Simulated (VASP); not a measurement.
## Sn: single point with PBE

The system is Sn.

```xyz
2
Lattice="-2.3568 2.3568 1.2721 2.3568 -2.3568 1.2721 2.3568 2.3568 -1.2721" Properties=species:S:1:pos:R:3 pbc="T T T"
Sn    0.0000   -1.1784   -0.3180
Sn    0.0000    1.1784    0.3180
```

- Program: VASP 6.6.1
- Task: single point
- Functional: PBE
- Potentials or basis: VASP PAW PBE potentials, release 64 (Sn_d)
- Cutoff: 520 eV
- k mesh: 17 × 17 × 17
- Occupations: fermi-dirac, width 0.08 eV
- Spin: no spin polarisation
- Dipole correction: no
- Further INCAR settings: ALGO = Normal; EDIFF = 1e-06; NBANDS = 21

| Quantity | Value |
| --- | --- |
| Pressure | 180.4 GPa |
| Band gap on the k mesh | zero (bands 14 and 15 overlap by 8.82 eV) |

Levels at points of the mesh, in eV from the Fermi level:
| k point | band 10 | band 11 | band 12 | band 13 | band 14 | band 15 | band 16 | band 17 | band 18 | band 19 |
| --- | --- | --- | --- | --- | --- | --- | --- | --- | --- | --- |
| (0.00, 0.00, 0.00) | -22.07 | -18.38 | -4.82 | -4.82 | -1.38 | 1.49 | 8.64 | 8.64 | 12.45 | 12.48 |

Run time: 4.7 min on 1 thread of Intel(R) Xeon(R) Platinum 8259CL CPU @ 2.50GHz (Skylake/Cascade Lake), with other jobs on the host, peak memory 0.31 GiB.

Caveat: the cell stands under pressure; spin-orbit coupling is left out, which moves the levels of the heavy elements.
